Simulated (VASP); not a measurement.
Runs of VASP 6.6.1 on LiBr. The structure is cubic, space group Fm-3m (No. 225). Conventional cell: a = 5.479 Å, b = 5.479 Å, c = 5.479 Å, α = 90.00°, β = 90.00°, γ = 90.00°. Within 3.6 Å of Li (site symmetry m-3m) lie 6 Br at 2.74 Å. Within 3.6 Å of Br (site symmetry m-3m) lie 6 Li at 2.74 Å. 

```tsv
level	k mesh	cutoff (eV)	grid for exact exchange (PRECFOCK)	share of exact exchange	screening parameter	gap on the mesh (eV)	pressure (GPa)
HSE06	4 × 4 × 4	650	Normal	0.25	0.2079 1/Å	6.21	-0.1
PBE	6 × 6 × 6	750	-	-	-	(a)	0.4
PBE-based screened hybrid with 50 % exact exchange	4 × 4 × 4	650	Normal	0.5	0.3 1/Å	7.01	-0.6
PBE-based screened hybrid with 35 % exact exchange	4 × 4 × 4	650	Normal	0.35	0.5 1/Å	(b)	-0.1
```

Alike in all rows: task single point; potentials or basis VASP PAW PBE potentials, release 64 (Li_sv, Br); no spin polarisation; cell as given; smearing gaussian 0.01 eV.

Task: Fill in the values left out.

Result: (a) 4.99; (b) 5.90.

Caveats: some runs use coarse meshes; the PAW data sets were made with another functional, which shifts forces and pressure a little (at least some runs).

A k mesh can miss the band edges, and the runs leave out spin-orbit coupling on Br.
